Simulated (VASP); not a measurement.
# K7ScTa8O24 (a cell with a defect) in VASP: further runs

Runs on K7ScTa8O24 (a cell with a defect). Level: PBEsol. Tasks: single point.

Everything below comes from runs of VASP 6.6.1. Logs are shortened: lines on timing, memory, paths and dates and some standing lists are left out, and cuts for length are marked.

### 1 The cell of the first run

The cell holds a defect, 40 atoms: a = 7.971 Å, b = 7.971 Å, c = 7.971 Å, α = 90.00°, β = 90.00°, γ = 90.00°.

### 2 Single point, PBEsol

File INCAR:

```
ALGO = Normal ; EDIFF = 1E-6
ENCUT = 520 ; GGA = PS
GGA_COMPAT = False ; ISIF = 2
ISMEAR = -1 ; ISYM = 0
LASPH = True ; LCHARG = False
LREAL = Auto ; LWAVE = False
NBANDS = 179 ; NELM = 120
PREC = Accurate ; SIGMA = 0.05
```

File KPOINTS:

```
Automatic mesh
0
Gamma
  1 1 1
  0.25 0.25 0.25
```

File POSCAR:

```
K7ScTa8O24
1.0
    7.9708780000      0.0000000000      0.0000000000
    0.0000000000      7.9708780000      0.0000000000
    0.0000000000      0.0000000000      7.9708780000
K Sc Ta O
7 1 8 24
Direct
    0.9994800000      0.9990900000      0.9997610000
    0.9997940000      0.9992370000      0.4936900000
    0.9993580000      0.4998740000      0.9985980000
    0.9991200000      0.4997110000      0.4971310000
    0.5003330000      0.9989500000      0.9987220000
    0.5001490000      0.9985600000      0.4970260000
    0.5007730000      0.5003750000      0.0171380000
    0.4920940000      0.4906970000      0.6154630000
    0.2531800000      0.2528520000      0.2521080000
    0.2436630000      0.2431330000      0.7528280000
    0.2514380000      0.7502020000      0.2493520000
    0.2467410000      0.7500200000      0.7485780000
    0.7504860000      0.2510440000      0.2493380000
    0.7506210000      0.2461290000      0.7487000000
    0.7496030000      0.7491870000      0.2489360000
    0.7529160000      0.7523750000      0.7471660000
    0.2478470000      0.2476450000      0.9962050000
    0.2649970000      0.2641760000      0.4974820000
    0.2546860000      0.7521520000      0.9940560000
    0.2559870000      0.7401550000      0.4957130000
    0.7529030000      0.2539850000      0.9942660000
    0.7400110000      0.2562100000      0.4959280000
    0.7489140000      0.7487590000      0.9933250000
    0.7514330000      0.7506900000      0.4941890000
    0.0007130000      0.2505260000      0.2526210000
    0.9986270000      0.2484430000      0.7400940000
    0.0016290000      0.7501410000      0.2447150000
    0.0003440000      0.7472320000      0.7445980000
    0.5007900000      0.2492650000      0.2413180000
    0.4976640000      0.2576510000      0.7466340000
    0.5014360000      0.7508210000      0.2459080000
    0.5012380000      0.7343550000      0.7357290000
    0.2509270000      0.0003210000      0.2521950000
    0.2489990000      0.9980690000      0.7402310000
    0.2495710000      0.5003920000      0.2414680000
    0.2584530000      0.4971110000      0.7459960000
    0.7504770000      0.0012640000      0.2451610000
    0.7477910000      0.9998010000      0.7444240000
    0.7512690000      0.5010580000      0.2457060000
    0.7350430000      0.5007240000      0.7363860000
```

Potentials or basis: VASP PAW PBE potentials, release 64 (K_sv, Sc_sv, Ta_pv, O).

Started as:

```
> cat potpaw_PBE.64/K_sv/POTCAR potpaw_PBE.64/Sc_sv/POTCAR potpaw_PBE.64/Ta_pv/POTCAR potpaw_PBE.64/O/POTCAR > POTCAR
> mpirun -np 1 vasp_std > vasp.out
```

OUTCAR:

```text
EDIFF = 1E-6
   ENCUT = 520
   GGA = PS
   ISIF = 2
   ISMEAR = -1
   ISYM = 0
   LASPH = True
   LREAL = Auto
   NELM = 120
   PREC = Accurate

 ion  position               nearest neighbor table
   1  0.999  0.999  1.000-  27 2.78  37 2.79  17 2.80  23 2.82  21 2.83  19 2.83  33 2.84  25 2.84
                            28 2.86  38 2.86  26 2.87  34 2.87  10 3.38  16 3.43  14 3.44  12 3.44
   2  1.000  0.999  0.494-  25 2.78  33 2.78  26 2.79  34 2.79  24 2.80  37 2.81  27 2.81  38 2.83
                            28 2.83  15 3.43  11 3.43  13 3.43  10 3.44  16 3.44   9 3.45  12 3.46
   3  0.999  0.500  0.999-  21 2.78  35 2.78  39 2.79  27 2.80  23 2.81  17 2.82  28 2.83  25 2.84
                            19 2.86  26 2.87  36 2.88  10 3.44  12 3.44  13 3.44  15 3.45  16 3.45
   4  0.999  0.500  0.497-  25 2.78  26 2.79  28 2.79  20 2.80  24 2.81  39 2.81  18 2.83  22 2.83
                            27 2.83  40 2.84  35 2.85  36 2.87  13 3.43   9 3.43  15 3.44  16 3.45
   5  0.500  0.999  0.999-  19 2.78  29 2.78  31 2.79  37 2.80  23 2.81  17 2.82  38 2.83  33 2.83
                            21 2.86  34 2.87  30 2.88  10 3.44  14 3.44  11 3.44  15 3.45  16 3.45
   6  0.500  0.999  0.497-  33 2.78  34 2.79  38 2.79  22 2.81  31 2.81  24 2.81  18 2.83  37 2.83
                            20 2.83  32 2.84  29 2.85  30 2.87  11 3.43   9 3.43  15 3.44  16 3.45
   7  0.501  0.500  0.017-  29 2.68  35 2.68  39 2.70  31 2.70  23 2.80  19 2.81  21 2.82  17 2.85
                             8 3.20  15 3.36   9 3.36  13 3.37  11 3.37  12 3.56  14 3.56  16 3.56
   8  0.492  0.491  0.615-  30 2.13  36 2.13  40 2.16  32 2.17  10 3.00  14 3.03  12 3.04  16 3.13
                             7 3.20
   9  0.253  0.253  0.252-  18 1.96  35 1.98  29 1.98  25 2.01  33 2.01  17 2.04   7 3.36   4 3.43
                             6 3.43   2 3.45   3 3.47   5 3.47   1 3.50
  10  0.244  0.243  0.753-  17 1.94  26 1.96  34 1.96  30 2.03  36 2.03  18 2.05   8 3.00   1 3.38
                             5 3.44   3 3.44   2 3.44   4 3.48   6 3.48   7 3.58
  11  0.251  0.750  0.249-  20 1.97  27 1.99  35 1.99  31 1.99  33 1.99  19 2.04   7 3.37   6 3.43
                             2 3.43   5 3.44   1 3.45   4 3.45   3 3.47
[... 17 lines left out ...]
  24  0.751  0.751  0.494-  15 1.95  16 2.02   2 2.80   4 2.81   6 2.81
  25  0.001  0.251  0.253-  13 1.99   9 2.01   2 2.78   4 2.78   3 2.84   1 2.84
  26  0.999  0.248  0.740-  10 1.96  14 1.98   4 2.79   2 2.79   1 2.87   3 2.87
  27  0.002  0.750  0.245-  11 1.99  15 2.01   1 2.78   3 2.80   2 2.81   4 2.83
  28  0.000  0.747  0.745-  12 1.96  16 1.97   4 2.79   3 2.83   2 2.83   1 2.86
  29  0.501  0.249  0.241-   9 1.98  13 1.99   7 2.68   5 2.78   6 2.85
  30  0.498  0.258  0.747-  14 2.02  10 2.03   8 2.13   6 2.87   5 2.88
  31  0.501  0.751  0.246-  15 1.98  11 1.99   7 2.70   5 2.79   6 2.81
  32  0.501  0.734  0.736-  16 2.01  12 2.03   8 2.17   6 2.84
  33  0.251  0.000  0.252-  11 1.99   9 2.01   2 2.78   6 2.78   5 2.83   1 2.84
  34  0.249  0.998  0.740-  10 1.96  12 1.98   6 2.79   2 2.79   1 2.87   5 2.87
  35  0.250  0.500  0.241-   9 1.98  11 1.99   7 2.68   3 2.78   4 2.85
  36  0.258  0.497  0.746-  12 2.02  10 2.03   8 2.13   4 2.87   3 2.88
  37  0.750  0.001  0.245-  13 1.99  15 2.01   1 2.79   5 2.80   2 2.81   6 2.83
  38  0.748  1.000  0.744-  14 1.96  16 1.97   6 2.79   5 2.83   2 2.83   1 2.86
  39  0.751  0.501  0.246-  15 1.98  13 1.99   7 2.70   3 2.79   4 2.81
  40  0.735  0.501  0.736-  16 2.01  14 2.04   8 2.16   4 2.84

IMPORTANT INFORMATION: All symmetrisations will be switched off!
NOSYMM: (Re-)initialisation of all symmetry stuff for point group C_1.

----------------------------------------------------------------------------------------

                                     Primitive cell

  volume of cell :     506.4289

  direct lattice vectors                    reciprocal lattice vectors
     7.970878000  0.000000000  0.000000000     0.125456694  0.000000000  0.000000000
     0.000000000  7.970878000  0.000000000     0.000000000  0.125456694  0.000000000
     0.000000000  0.000000000  7.970878000     0.000000000  0.000000000  0.125456694

  length of vectors
     7.970878000  7.970878000  7.970878000     0.125456694  0.125456694  0.125456694

  position of ions in fractional coordinates (direct lattice)
     0.999480000  0.999090000  0.999761000
     0.999794000  0.999237000  0.493690000
     0.999358000  0.499874000  0.998598000
     0.999120000  0.499711000  0.497131000
     0.500333000  0.998950000  0.998722000
     0.500149000  0.998560000  0.497026000
[... 32 lines left out ...]
     0.751269000  0.501058000  0.245706000
     0.735043000  0.500724000  0.736386000

  ion indices of the primitive-cell ions
   primitive index   ion index
                 1           1
                 2           2
                 3           3
                 4           4
[... 44 lines left out ...]
   NGX,Y,Z   is equivalent  to a cutoff of  12.51, 12.51, 12.51 a.u.
   NGXF,Y,Z  is equivalent  to a cutoff of  25.03, 25.03, 25.03 a.u.
 SYSTEM =  unknown system
   PREC   = accura    normal or accurate (medium, high low for compatibility)
   ISTART =      0    job   : 0-new  1-cont  2-samecut
   ICHARG =      2    charge: 1-file 2-atom 10-const
   ISPIN  =      1    spin polarized calculation?
   LNONCOLLINEAR =      F non collinear calculations
   LSORBIT =      F    spin-orbit coupling
   LASPH  =      T    aspherical Exc in radial PAW
   ENCUT  =  520.0 eV  38.22 Ry    6.18 a.u.  14.82 14.82 14.82*2*pi/ulx,y,z
   NELM   =    120;   NELMIN=  2; NELMDL= -5     # of ELM steps
   EDIFF  = 0.1E-05   stopping-criterion for ELM
   LREAL  =      T    real-space projection
   EDIFFG = 0.1E-04   stopping-criterion for IOM
   NSW    =      0    number of steps for IOM
   IBRION =     -1    ionic relax: 0-MD 1-quasi-New 2-CG
   NFREE  =      0    steps in history (QN), initial steepest desc. (CG)
   ISIF   =      2    stress and relaxation
   ISYM   =      0    0-nonsym 1-usesym 2-fastsym
   POTIM  = 0.5000    time-step for ionic-motion
   TEBEG  =    0.0;   TEEND  =   0.0 temperature during run
   PSTRESS=    0.0 pullay stress
   NELECT =     306.0000    total number of electrons
   NUPDOWN=      -1.0000    fix difference up-down
   EMIN   =  10.00;   EMAX   =-10.00  energy-range for DOS
   EFERMI =   0.00;   METHOD = LEGACY
   ISMEAR =    -1;   SIGMA  =   0.05  broadening in eV -4-tet -1-fermi 0-gaus
   EFERMI_NEDOS =   21; number of points for ismear=-14 and -15
   IALGO  =     38    algorithm
   IMIX   =      4    mixing-type and parameters
     AMIX     =   0.40;   BMIX     =  1.00
     AMIX_MAG =   1.60;   BMIX_MAG =  1.00
  volume/ion in A,a.u.               =      12.66        85.44
  Fermi-wavevector in a.u.,A,eV,Ry     =   1.384020  2.615419 26.062128  1.915512
  Thomas-Fermi vector in A             =   2.508564
   LORBIT       =      0    0 simple, 1 ext, 2 COOP (PROOUT), +10 PAW based schemes
   GGA     = PS    functional components
   LHFCALC =     F    Hartree Fock is set to
   AEXX    =    0.0000 exact exchange contribution
   IVDW    =     0    specifies the selected vdW correction
   LEPSILON=     F    determine dielectric tensor
   LRPA    =     F    only Hartree local field effects (RPA)
 non-spin polarized calculation
  energy-cutoff  :      520.00
  volume of cell :      506.43
 maximum number of plane-waves:     13601
   NGX = 29   NGY = 29   NGZ = 29

 number of electron     305.9999965 magnetization

 Free energy of the ion-electron system (eV)
  ---------------------------------------------------
  ext. energy  EPLUGINS =         0.00000000
  ---------------------------------------------------
  free energy    TOTEN  =      -348.74568477 eV

  energy without entropy =     -348.69830653  energy(sigma->0) =     -348.72199565

 E-fermi :   4.7558     XC(G=0): -11.1439

 val. band max:        4.6189531354   @ k =   0.2500  -0.2500   0.2500
 cond. band min:       4.9269737898   @ k =  -0.2500   0.2500   0.2500
 fundamental gap:      0.3080206544
 Fermi energy:         4.7558022165

 k-point     1 :       0.2500    0.2500    0.2500
  band No.  band energies     occupation
      1     -46.1358      2.00000
      2     -32.1061      2.00000
      3     -32.0997      2.00000
      4     -32.0911      2.00000
      5     -32.0894      2.00000
      6     -32.0854      2.00000
[... 661 lines left out ...]
    164       6.6355      0.00000
    165       6.6564      0.00000
 [bands above 165 left out]

------------------------ aborting loop because EDIFF is reached ----------------------------------------

  FORCE on cell =-STRESS in cart. coord.  units (eV):
  Direction    XX          YY          ZZ          XY          YZ          ZX
  --------------------------------------------------------------------------------------
  -------------------------------------------------------------------------------------
  Total        5.9636843      5.9936221      3.7196784     -0.2032830     -0.5836287     -0.5414944
  in kB       18.8671690     18.9618825     11.7678600     -0.6431217     -1.8464126     -1.7131132
  external PRESSURE =      16.5323038 kB  Pullay stress =       0.0000000 kB

 VOLUME and BASIS-vectors are now :
 -----------------------------------------------------------------------------
  energy-cutoff  :      520.00
  volume of cell :      506.43
      direct lattice vectors                 reciprocal lattice vectors
     7.970878000  0.000000000  0.000000000     0.125456694  0.000000000  0.000000000
     0.000000000  7.970878000  0.000000000     0.000000000  0.125456694  0.000000000
     0.000000000  0.000000000  7.970878000     0.000000000  0.000000000  0.125456694

 POSITION                                       TOTAL-FORCE (eV/Angst)
 -----------------------------------------------------------------------------------
      7.96673      7.96362      7.96897         0.010117      0.008594      0.009348
      7.96924      7.96480      3.93514        -0.004892     -0.004932     -0.004628
      7.96576      3.98443      7.95970         0.027795      0.004642      0.000851
      7.96386      3.98314      3.96257         0.005848     -0.005964     -0.018930
      3.98809      7.96251      7.96069         0.001062      0.028020     -0.002415
      3.98663      7.95940      3.96173        -0.001353      0.004747     -0.013774
[... 32 lines left out ...]
      5.98827      3.99387      1.95849         0.007092     -0.008632      0.006912
      5.85894      3.99121      5.86964         0.041674     -0.239606     -0.025548
 -----------------------------------------------------------------------------------
    total drift:                               -0.002925     -0.009366     -0.019853

  FREE ENERGIE OF THE ION-ELECTRON SYSTEM (eV)
  ---------------------------------------------------
  free  energy   TOTEN  =      -348.7456847667 eV

  energy  without entropy=     -348.6983065276  energy(sigma->0) =     -348.72199565
```

It took 19 min on 1 thread of Intel Xeon 8259CL, shared host; peak memory 0.65 GiB.

What came out:

```yaml
Free_energy: -348.7457 eV
Pressure: 1.7 GPa
Largest_force: 0.245 eV/Å
Band_gap_on_the_k_mesh: 0.31 eV
```

Forces in eV/Å, atoms in the order of the input:
```
K    0.010  0.009  0.009
K   -0.005 -0.005 -0.005
K    0.028  0.005  0.001
K    0.006 -0.006 -0.019
K    0.001  0.028 -0.002
K   -0.001  0.005 -0.014
K    0.000  0.001 -0.018
Sc   0.008  0.013 -0.090
Ta  -0.044 -0.042 -0.054
Ta   0.089  0.078 -0.107
Ta  -0.011 -0.051 -0.032
Ta   0.038  0.098  0.009
Ta  -0.042 -0.003 -0.020
Ta   0.093  0.039  0.011
Ta   0.032  0.025 -0.058
Ta   0.027  0.031  0.024
O   -0.030 -0.029  0.050
O   -0.028 -0.025  0.113
O   -0.009 -0.028  0.041
O   -0.017 -0.033  0.033
O   -0.029 -0.010  0.037
O   -0.036 -0.017  0.027
O   -0.017 -0.017  0.004
O   -0.046 -0.047  0.090
O    0.049  0.006 -0.002
O   -0.067  0.003  0.008
O   -0.020  0.012  0.010
O   -0.033  0.015 -0.014
O    0.036  0.021  0.001
O    0.137  0.020  0.000
O   -0.009  0.006  0.006
O   -0.237  0.037 -0.026
O    0.006  0.050  0.000
O    0.004 -0.068  0.008
O    0.023  0.040  0.002
O    0.018  0.140  0.004
O    0.011 -0.020  0.006
O    0.017 -0.035 -0.013
O    0.007 -0.009  0.007
O    0.042 -0.240 -0.026
```

Caveat: the PAW data sets were made with another functional, which shifts forces and pressure a little; spin-orbit coupling is left out, which moves the levels of the heavy elements.

### 3 Single point, PBEsol

File INCAR:

```
ALGO     = Normal         # electronic algorithm
EDIFF    = 1E-6           # SCF threshold, eV
ENCUT    = 520            # plane-wave cutoff, eV
GGA      = PS             # functional
GGA_COMPAT= False        
ISIF     = 2              # what is computed and relaxed
ISMEAR   = -1             # smearing method
ISYM     = 0            
LASPH    = True           # aspherical terms in the spheres
LCHARG   = True           # write CHGCAR
LELF     = True           # ELF
LREAL    = Auto         
LVHAR    = True         
LWAVE    = False          # write WAVECAR
NBANDS   = 179            # bands
NELECT   = 304.0        
NELM     = 120            # most SCF steps
PREC     = Accurate       # precision mode
SIGMA    = 0.05           # smearing width, eV
```

KPOINTS is that of step 2.

File POSCAR:

```
K7ScTa8O24
1.0
    7.9708780000      0.0000000000      0.0000000000
    0.0000000000      7.9708780000      0.0000000000
    0.0000000000      0.0000000000      7.9708780000
K Sc Ta O
7 1 8 24
Direct
    0.0018220000      0.0014610000      0.0108240000
    0.0030270000      0.0027910000      0.4914930000
    0.0003900000      0.4996040000      0.0075380000
    0.0024080000      0.4996020000      0.4944780000
    0.5003330000      0.9997910000      0.0074330000
    0.5003130000      0.0022170000      0.4944750000
    0.4998140000      0.4989300000      0.0136670000
    0.5119680000      0.5135100000      0.5970520000
    0.2533900000      0.2526470000      0.2544920000
    0.2501590000      0.2498800000      0.7513830000
    0.2546110000      0.7504310000      0.2550810000
    0.2475670000      0.7569120000      0.7541600000
    0.7512980000      0.2535810000      0.2548740000
    0.7570610000      0.2476040000      0.7535680000
    0.7502580000      0.7495180000      0.2574060000
    0.7576490000      0.7573830000      0.7572570000
    0.2539710000      0.2526490000      0.9896640000
    0.2454530000      0.2458610000      0.4953310000
    0.2432740000      0.7442530000      0.9917700000
    0.2612700000      0.7451980000      0.4975710000
    0.7439610000      0.2438740000      0.9913740000
    0.7478060000      0.2577120000      0.4972040000
    0.7516180000      0.7498760000      0.9938890000
    0.7215260000      0.7227100000      0.5001950000
    0.9973100000      0.2471230000      0.2423320000
    0.0010170000      0.2587200000      0.7466870000
    0.9955200000      0.7467860000      0.2562630000
    0.9995000000      0.7457000000      0.7375720000
    0.4981030000      0.2471070000      0.2475940000
    0.5016130000      0.2745440000      0.7224220000
    0.4970030000      0.7468380000      0.2388810000
    0.5000160000      0.7313430000      0.7415820000
    0.2475810000      0.9965910000      0.2434290000
    0.2590630000      0.0006300000      0.7459150000
    0.2478370000      0.4975010000      0.2468210000
    0.2739240000      0.5014320000      0.7238680000
    0.7475420000      0.9948280000      0.2547990000
    0.7455150000      0.9991080000      0.7387490000
    0.7472260000      0.4963410000      0.2402800000
    0.7317820000      0.4997930000      0.7395060000
```

Potentials or basis: VASP PAW PBE potentials, release 64 (K_sv, Sc_sv, Ta_pv, O).

Started as:

```
> cat potpaw_PBE.64/K_sv/POTCAR potpaw_PBE.64/Sc_sv/POTCAR potpaw_PBE.64/Ta_pv/POTCAR potpaw_PBE.64/O/POTCAR > POTCAR
> mpirun -np 1 vasp_std > vasp.out
```

Wall time 21 min (1 thread of Intel Xeon 8259CL, shared host); peak memory 0.64 GiB.

Results (log left out):

```yaml
Free_energy: -357.8165 eV
Largest_force: 0.210 eV/Å
```

Forces on the atoms (eV/Å):
```
K   -0.004 -0.009 -0.014
K    0.000 -0.003 -0.001
K    0.001 -0.001 -0.009
K   -0.004 -0.005 -0.002
K   -0.005  0.004 -0.006
K   -0.004 -0.009 -0.001
K   -0.009 -0.007 -0.008
Sc  -0.021 -0.013 -0.132
Ta  -0.107 -0.096 -0.143
Ta  -0.061 -0.059 -0.109
Ta  -0.145 -0.107 -0.104
Ta  -0.056 -0.063 -0.106
Ta  -0.114 -0.136 -0.113
Ta  -0.067 -0.058 -0.095
Ta  -0.090 -0.088 -0.125
Ta  -0.092 -0.090 -0.097
O    0.039  0.036  0.109
O    0.059  0.054  0.098
O    0.020  0.023  0.108
O    0.053  0.019  0.069
O    0.026  0.019  0.110
O    0.022  0.061  0.066
O    0.014  0.016  0.131
O    0.023  0.012  0.078
O    0.065  0.023  0.015
O    0.017 -0.012  0.007
O    0.064  0.020  0.017
O    0.061  0.002  0.009
O    0.061  0.021  0.032
O    0.009 -0.028  0.016
O    0.081  0.028  0.021
O    0.071  0.036  0.029
O    0.027  0.062  0.012
O   -0.012  0.022  0.012
O    0.018  0.053  0.034
O   -0.025  0.002  0.014
O    0.018  0.060  0.022
O    0.005  0.069  0.005
O    0.027  0.072  0.020
O    0.033  0.068  0.031
```

Levels at points of the mesh, in eV from the Fermi level:
```tsv
k point	band 150	band 151	band 152	band 153	band 154	band 155
(0.25, 0.25, 0.25)	-1.60	-1.55	-1.28	1.35	1.80	1.82
```

Caveat: the cell carries a net charge on a neutralising background, which shifts energy and pressure; the cell is charged against a uniform background, so pressure and absolute levels hang on convention; the PAW data sets were made with another functional, which shifts forces and pressure a little; spin-orbit coupling is left out, which moves the levels of the heavy elements.
